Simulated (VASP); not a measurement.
# InSb (I-4m2) in VASP: notebook

Runs on InSb. Level: PBE. Tasks: single point.

All numbers are computed with VASP 6.6.1; they aren't measurements. Logs are shortened: lines on timing, memory, paths and dates and some standing lists are left out, and cuts for length are marked.

## (1) The cell of the first run

It takes space group I-4m2 (No. 119, tetragonal). The conventional cell has a = 5.818 Å, b = 5.818 Å, c = 2.977 Å, α = 90.00°, β = 90.00°, γ = 90.00°. Within 3.9 Å of In (site symmetry -4m2) lie 2 In at 2.98 Å and 8 Sb at 3.00 to 3.67 Å. Sb (site symmetry -4m2) has 2 Sb at 2.98 Å and 8 In at 3.00 to 3.67 Å within 3.9 Å.

## (2) Single point, PBE

INCAR

```
SYSTEM = InSb
PREC = Accurate
ENCUT = 520
EDIFF = 1E-6
ISMEAR = 0
SIGMA = 0.15
LREAL = .FALSE.
LASPH = .TRUE.
NELM = 80
ALGO = Normal
ISIF = 2
LWAVE = .FALSE.
LCHARG = .FALSE.
GGA = PE
NBANDS = 16
```

KPOINTS

```
regular mesh
0
G
  16 16 16
  0 0 0
```

POSCAR

```
InSb
1.0
   -2.9088500000      2.9088500000      1.4883500000
    2.9088500000     -2.9088500000      1.4883500000
    2.9088500000      2.9088500000     -1.4883500000
In Sb
1 1
Direct
    0.2500000000      0.7500000000      0.5000000000
    0.0000000000      0.0000000000      0.0000000000
```

Potentials or basis: VASP PAW PBE potentials, release 64 (In_d, Sb).

Started as:

```bash
> cat potpaw_PBE.64/In_d/POTCAR potpaw_PBE.64/Sb/POTCAR > POTCAR
> mpirun -np 1 vasp_std > vasp.out
```

OUTCAR:

```text
SYSTEM = InSb
   PREC = Accurate
   ENCUT = 520
   EDIFF = 1E-6
   ISMEAR = 0
   LREAL = .FALSE.
   LASPH = .TRUE.
   NELM = 80
   ISIF = 2
   GGA = PE

 ion  position               nearest neighbor table
   1  0.250  0.750  0.500-   2 3.00   2 3.00   2 3.00   2 3.00   2 3.67   2 3.67   2 3.67   2 3.67

   2  0.000  0.000  0.000-   1 3.00   1 3.00   1 3.00   1 3.00   1 3.67   1 3.67   1 3.67   1 3.67

  LATTYP: Found a body centered tetragonal cell.
 ALAT       =     5.8177000000
 C/A-ratio  =     0.5116626846

  Lattice vectors:

 A1 = (  -2.9088500000,   2.9088500000,   1.4883500000)
 A2 = (   2.9088500000,  -2.9088500000,   1.4883500000)
 A3 = (   2.9088500000,   2.9088500000,  -1.4883500000)

Analysis of symmetry for initial positions (statically):
=====================================================================
 Subroutine PRICEL returns:
 Original cell was already a primitive cell.

 Routine SETGRP: Setting up the symmetry group for a
 body centered tetragonal supercell.

 Subroutine GETGRP returns: Found  8 space group operations
 (whereof  8 operations were pure point group operations)
 out of a pool of 16 trial point group operations.

The static configuration has the point symmetry D_2d.

Analysis of symmetry for dynamics (positions and initial velocities):
=====================================================================
 Subroutine PRICEL returns:
 Original cell was already a primitive cell.

 Routine SETGRP: Setting up the symmetry group for a
 body centered tetragonal supercell.

 Subroutine GETGRP returns: Found  8 space group operations
 (whereof  8 operations were pure point group operations)
 out of a pool of 16 trial point group operations.

The dynamic configuration has the point symmetry D_2d.

 Subroutine INISYM returns: Found  8 space group operations
 (whereof  8 operations are pure point group operations),
 and found     1 'primitive' translations

----------------------------------------------------------------------------------------

                                     Primitive cell

  volume of cell :      50.3741

  direct lattice vectors                    reciprocal lattice vectors
    -2.908850000  2.908850000  1.488350000     0.000000000  0.171889235  0.335942487
     2.908850000 -2.908850000  1.488350000     0.171889235  0.000000000  0.335942487
     2.908850000  2.908850000 -1.488350000     0.171889235  0.171889235  0.000000000

  length of vectors
     4.374700260  4.374700260  4.374700260     0.377363569  0.377363569  0.243088087

  position of ions in fractional coordinates (direct lattice)
     0.250000000  0.750000000  0.500000000
     0.000000000  0.000000000  0.000000000

  ion indices of the primitive-cell ions
   primitive index   ion index
                 1           1
                 2           2

----------------------------------------------------------------------------------------

 KPOINTS: regular mesh

Automatic generation of k-mesh.
 Grid dimensions read from file:
 generate k-points for:   16   16   16

 Generating k-lattice:

  Cartesian coordinates                     Fractional coordinates (reciprocal lattice)
     0.000000000  0.010743077  0.020996405     0.062500000  0.000000000  0.000000000
     0.010743077  0.000000000  0.020996405     0.000000000  0.062500000  0.000000000
     0.010743077  0.010743077  0.000000000     0.000000000  0.000000000  0.062500000

  Length of vectors
     0.023585223  0.023585223  0.015193005

  Shift w.r.t. Gamma in fractional coordinates (k-lattice)
     0.000000000  0.000000000  0.000000000

 Subroutine IBZKPT returns following result:
 ===========================================

 Found    349 irreducible k-points:

 Following reciprocal coordinates:
            Coordinates               Weight
  0.000000  0.000000  0.000000      1.000000
  0.062500  0.000000  0.000000      8.000000
  0.125000  0.000000  0.000000      8.000000
  0.187500  0.000000 -0.000000      8.000000
  0.250000  0.000000  0.000000      8.000000
  0.312500 -0.000000  0.000000      8.000000
[... 16 lines left out ...]
 -0.125000  0.062500  0.000000     16.000000
 -0.062500  0.062500  0.000000      4.000000
 [... further k-points ...]
   k-points           NKPTS =    349   k-points in BZ     NKDIM =    349   number of bands    NBANDS=     16
   number of dos      NEDOS =    301   number of ions     NIONS =      2
   total plane-waves  NPLWV =  46656
   dimension x,y,z NGX =    36 NGY =   36 NGZ =   36
   dimension x,y,z NGXF=    72 NGYF=   72 NGZF=   72
   ions per type =               1   1
   NGX,Y,Z   is equivalent  to a cutoff of  13.68, 13.68, 13.68 a.u.
   NGXF,Y,Z  is equivalent  to a cutoff of  27.36, 27.36, 27.36 a.u.
 SYSTEM =  InSb
   PREC   = accura    normal or accurate (medium, high low for compatibility)
   ISTART =      0    job   : 0-new  1-cont  2-samecut
   ICHARG =      2    charge: 1-file 2-atom 10-const
   ISPIN  =      1    spin polarized calculation?
   LNONCOLLINEAR =      F non collinear calculations
   LSORBIT =      F    spin-orbit coupling
   LASPH  =      T    aspherical Exc in radial PAW
   ENCUT  =  520.0 eV  38.22 Ry    6.18 a.u.   8.13  8.13  8.13*2*pi/ulx,y,z
   NELM   =     80;   NELMIN=  2; NELMDL= -5     # of ELM steps
   EDIFF  = 0.1E-05   stopping-criterion for ELM
   LREAL  =      F    real-space projection
   EDIFFG = 0.1E-04   stopping-criterion for IOM
   NSW    =      0    number of steps for IOM
   IBRION =     -1    ionic relax: 0-MD 1-quasi-New 2-CG
   NFREE  =      0    steps in history (QN), initial steepest desc. (CG)
   ISIF   =      2    stress and relaxation
   ISYM   =      2    0-nonsym 1-usesym 2-fastsym
   POTIM  = 0.5000    time-step for ionic-motion
   TEBEG  =    0.0;   TEEND  =   0.0 temperature during run
   PSTRESS=    0.0 pullay stress
   NELECT =      18.0000    total number of electrons
   NUPDOWN=      -1.0000    fix difference up-down
   EMIN   =  10.00;   EMAX   =-10.00  energy-range for DOS
   EFERMI =   0.00;   METHOD = LEGACY
   ISMEAR =     0;   SIGMA  =   0.15  broadening in eV -4-tet -1-fermi 0-gaus
   EFERMI_NEDOS =   21; number of points for ismear=-14 and -15
   IALGO  =     38    algorithm
   IMIX   =      4    mixing-type and parameters
     AMIX     =   0.40;   BMIX     =  1.00
     AMIX_MAG =   1.60;   BMIX_MAG =  1.00
  volume/ion in A,a.u.               =      25.19       169.97
  Fermi-wavevector in a.u.,A,eV,Ry     =   1.161707  2.195307 18.361906  1.349562
  Thomas-Fermi vector in A             =   2.298276
   LORBIT       =      0    0 simple, 1 ext, 2 COOP (PROOUT), +10 PAW based schemes
   GGA     = PE    functional components
   LHFCALC =     F    Hartree Fock is set to
   AEXX    =    0.0000 exact exchange contribution
   IVDW    =     0    specifies the selected vdW correction
   LEPSILON=     F    determine dielectric tensor
   LRPA    =     F    only Hartree local field effects (RPA)
 non-spin polarized calculation
 Gauss-broadening in eV      SIGMA  =   0.15
  energy-cutoff  :      520.00
  volume of cell :       50.37
 maximum number of plane-waves:      1394
 NGX is ok and might be reduce to    36
   NGX = 17   NGY = 17   NGZ = 17

 number of electron      17.9999997 magnetization

 Free energy of the ion-electron system (eV)
  ---------------------------------------------------
  ext. energy  EPLUGINS =         0.00000000
  ---------------------------------------------------
  free energy    TOTEN  =        -6.53680037 eV

  energy without entropy =       -6.52790805  energy(sigma->0) =       -6.53235421

 E-fermi :   8.5344     XC(G=0): -10.4031

 val. band max:        8.5207820767   @ k =  -0.4375   0.5000   0.0625
 cond. band min:       8.5527126523   @ k =  -0.1875   0.3125   0.1875
 fundamental gap:      0.0319305756
 Fermi energy:         8.5343684694

 k-point     1 :       0.0000    0.0000    0.0000
  band No.  band energies     occupation
      1      -6.5406      2.00000
      2      -6.1387      2.00000
      3      -6.1372      2.00000
      4      -5.9554      2.00000
      5      -5.9554      2.00000
      6      -3.6208      2.00000
[... 8 lines left out ...]
     15      18.5596      0.00000
     16      19.6720      0.00000

 k-point     2 :       0.0625    0.0000    0.0000
  band No.  band energies     occupation
      1      -6.5141      2.00000
      2      -6.1372      2.00000
      3      -6.1358      2.00000
      4      -5.9678      2.00000
      5      -5.9677      2.00000
      6      -3.5364      2.00000
[... 8 lines left out ...]
     15      18.6393      0.00000
     16      19.0996      0.00000

 k-point     3 :       0.1250    0.0000    0.0000
  band No.  band energies     occupation
      1      -6.4385      2.00000
      2      -6.1371      2.00000
      3      -6.1274      2.00000
      4      -6.0029      2.00000
      5      -6.0024      2.00000
      6      -3.2825      2.00000
[... 8 lines left out ...]
     15      17.9213      0.00000
     16      17.9754      0.00000

 k-point     4 :       0.1875    0.0000   -0.0000
  band No.  band energies     occupation
      1      -6.3247      2.00000
      2      -6.1374      2.00000
      3      -6.1159      2.00000
      4      -6.0549      2.00000
      5      -6.0529      2.00000
      6      -2.8596      2.00000
[... 8 lines left out ...]
     15      17.0979      0.00000
     16      17.1325      0.00000
[... 324 lines left out ...]
 k-point    22 :      -0.1875    0.0625    0.0000
  band No.  band energies     occupation
      1      -6.4368      2.00000
      2      -6.1423      2.00000
      3      -6.1244      2.00000
      4      -6.0032      2.00000
      5      -6.0015      2.00000
      6      -3.1950      2.00000
[... 8 lines left out ...]
     15      17.9764      0.00000
     16      18.4748      0.00000

 k-point    23 :      -0.1250    0.0625    0.0000
  band No.  band energies     occupation
      1      -6.5131      2.00000
      2      -6.1407      2.00000
      3      -6.1334      2.00000
      4      -5.9680      2.00000
      5      -5.9669      2.00000
      6      -3.4780      2.00000
[... 8 lines left out ...]
     15      18.6006      0.00000
     16      19.2848      0.00000

 k-point    24 :      -0.0625    0.0625    0.0000
  band No.  band energies     occupation
      1      -6.5401      2.00000
      2      -6.1390      2.00000
      3      -6.1375      2.00000
      4      -5.9555      2.00000
      5      -5.9549      2.00000
      6      -3.5917      2.00000
[... 8 lines left out ...]
     15      18.6488      0.00000
     16      19.5077      0.00000

 [... further k-points ...]

------------------------ aborting loop because EDIFF is reached ----------------------------------------

  FORCE on cell =-STRESS in cart. coord.  units (eV):
  Direction    XX          YY          ZZ          XY          YZ          ZX
  --------------------------------------------------------------------------------------
  -------------------------------------------------------------------------------------
  Total        1.6861794      1.6861794      3.7152664      0.0000000      0.0000000      0.0000000
  in kB       53.6298563     53.6298563    118.1660792      0.0000000      0.0000000      0.0000000
  external PRESSURE =      75.1419306 kB  Pullay stress =       0.0000000 kB

 VOLUME and BASIS-vectors are now :
 -----------------------------------------------------------------------------
  energy-cutoff  :      520.00
  volume of cell :       50.37
      direct lattice vectors                 reciprocal lattice vectors
    -2.908850000  2.908850000  1.488350000     0.000000000  0.171889235  0.335942487
     2.908850000 -2.908850000  1.488350000     0.171889235  0.000000000  0.335942487
     2.908850000  2.908850000 -1.488350000     0.171889235  0.171889235  0.000000000

 POSITION                                       TOTAL-FORCE (eV/Angst)
 -----------------------------------------------------------------------------------
      2.90885      0.00000      0.74418        -0.000000      0.000000      0.000000
      0.00000      0.00000      0.00000         0.000000     -0.000000     -0.000000
 -----------------------------------------------------------------------------------
    total drift:                               -0.000000      0.000000      0.000000

  FREE ENERGIE OF THE ION-ELECTRON SYSTEM (eV)
  ---------------------------------------------------
  free  energy   TOTEN  =        -6.5368003658 eV

  energy  without entropy=       -6.5279080497  energy(sigma->0) =       -6.53235421
```

Run time: 5.9 min. Hardware: 1 thread of Intel Xeon 8259CL, shared host; peak memory 0.44 GiB.

Results:

```yaml
Free_energy: -6.5368 eV
Pressure: 7.5 GPa
Band_gap_on_the_k_mesh: zero (bands 9 and 10 overlap by 4.30 eV)
```

Stress tensor (GPa, compression positive):
```
 5.36  0.00  0.00
 0.00  5.36  0.00
 0.00  0.00 11.82
```

Caveat: the stress differs along the axes, from 5 to 12 GPa; spin-orbit coupling is left out, which moves the levels of the heavy elements.

## (3) Single point, PBE

This run uses another cell than the first one, of 25.40 Å³/atom.

INCAR

```
PREC = Accurate
ENCUT = 520
EDIFF = 1E-6
ISMEAR = 0
SIGMA = 0.15
LREAL = False
LASPH = True
NELM = 80
ALGO = Normal
ISIF = 2
LWAVE = False
LCHARG = True
GGA = PE
LELF = True
LVHAR = True
NBANDS = 16
```

KPOINTS

```
Automatic mesh
0
Gamma
  16 16 16
```

POSCAR

```
InSb
1.0
   -2.8595500000      2.8595500000      1.5530500000
    2.8595500000     -2.8595500000      1.5530500000
    2.8595500000      2.8595500000     -1.5530500000
In Sb
1 1
Direct
    0.2500000000      0.7500000000      0.5000000000
    0.0000000000      0.0000000000      0.0000000000
```

Potentials or basis: VASP PAW PBE potentials, release 64 (In_d, Sb).

Started as:

```bash
> cat potpaw_PBE.64/In_d/POTCAR potpaw_PBE.64/Sb/POTCAR > POTCAR
> mpirun -np 1 vasp_std > vasp.out
```

It took 4.4 min on 1 thread of Intel Xeon 8259CL, shared host; peak memory 0.41 GiB.

The run converged. Its results:

```yaml
Free_energy: -6.5902 eV
Pressure: 6.6 GPa
Band_gap_on_the_k_mesh: zero (bands 9 and 10 overlap by 4.61 eV)
```

Stress tensor (GPa, compression positive):
```
6.65 0.00 0.00
0.00 6.65 0.00
0.00 0.00 6.54
```

Levels at points of the mesh, in eV from the Fermi level:
```
           k point  band 5  band 6  band 7  band 8  band 9  band 10  band 11  band 12  band 13  band 14
(0.00, 0.00, 0.00)  -14.58  -12.07   -3.13   -2.37   -2.37     3.06     5.27     6.80     6.80     9.06
(0.50, 0.00, 0.00)  -14.48   -8.17   -5.41   -2.26   -1.43    -1.34     2.37     3.19     5.26     7.54
(0.50, 0.50, 0.00)  -14.56  -10.80   -8.01   -0.49    1.63     1.71     2.08     4.61     7.93     8.79
(0.50, 0.50, 0.50)  -14.57   -9.58   -5.77   -5.23   -5.23     4.08     6.00     9.77     9.77    12.83
```

Caveat: the cell stands under pressure; spin-orbit coupling is left out, which moves the levels of the heavy elements.

## (4) Single point, PBE

This run uses another cell than the first one, of 25.55 Å³/atom.

INCAR

```
  PREC = Accurate
  ENCUT = 520
  EDIFF = 1E-6
  ISMEAR = 0
  SIGMA = 0.15
  LREAL = False
  LASPH = True
  NELM = 60
  ALGO = Normal
  ISIF = 2
  LWAVE = False
  LCHARG = False
  GGA = PE
  NBANDS = 16
```

KPOINTS is that of step 3.

POSCAR

```
InSb
1.0
   -2.8102500000      2.8102500000      1.6177544584
    2.8102500000     -2.8102500000      1.6177544584
    2.8102500000      2.8102500000     -1.6177544584
In Sb
1 1
Direct
    0.2500000000      0.7500000000      0.5000000000
    0.0000000000      0.0000000000      0.0000000000
```

Started as:

```bash
> cat potpaw_PBE.64/In_d/POTCAR potpaw_PBE.64/Sb/POTCAR > POTCAR
> mpirun -np 1 vasp_std > vasp.out
```

Run time: 4.1 min. Hardware: 1 thread of Intel Xeon 8259CL, shared host; peak memory 0.42 GiB.

It converged, with:

| Property | Result |
| --- | --- |
| Free energy | -6.5754 eV |
| Pressure | 6.5 GPa |
| Band gap on the k mesh | zero (bands 9 and 10 overlap by 4.93 eV) |

Stress tensor (GPa, compression positive):
```
7.93 0.00 0.00
0.00 7.93 0.00
0.00 0.00 3.67
```

Levels at points of the mesh, in eV from the Fermi level:
```csv
k point,band 5,band 6,band 7,band 8,band 9,band 10,band 11,band 12,band 13,band 14
"(0.00, 0.00, 0.00)",-14.63,-12.00,-2.58,-2.13,-2.13,3.28,4.41,7.20,7.20,8.35
"(0.50, 0.00, 0.00)",-14.55,-8.48,-5.50,-2.19,-1.67,-1.29,2.30,3.29,5.37,7.85
"(0.50, 0.50, 0.00)",-14.61,-10.62,-7.92,-0.21,1.92,2.04,2.58,3.82,6.96,7.97
"(0.50, 0.50, 0.50)",-14.61,-9.28,-5.52,-5.15,-5.15,3.08,4.92,10.39,10.39,12.92
```

Caveat: the cell stands under pressure; spin-orbit coupling is left out, which moves the levels of the heavy elements.

## (5) The runs side by side

```tsv
cell	gap on the mesh (eV)	pressure (GPa)
a = 4.375 Å, angles 96.6, 96.6, 140.2°, 2 atoms	none	7.5
a = 4.332 Å, angles 97.4, 97.4, 138.0°, 2 atoms	none	6.6
a = 4.291 Å, angles 98.2, 98.2, 135.7°, 2 atoms	none	6.5
```

Alike in all rows: task single point; level PBE; potentials or basis VASP PAW PBE potentials, release 64 (In_d, Sb); no spin polarisation; k mesh 16 × 16 × 16; cutoff (eV) 520; smearing gaussian 0.15 eV.

Caveats: spin-orbit coupling is left out, which moves the levels of the heavy elements; the cell stands under pressure (at least some runs); the stress differs along the axes, from 5 to 12 GPa (at least some runs).

Total energies depend on the potentials used, so only differences within one code and one set of settings carry meaning.

The gap in the log of VASP goes by the Fermi energy; the results here count the filled bands.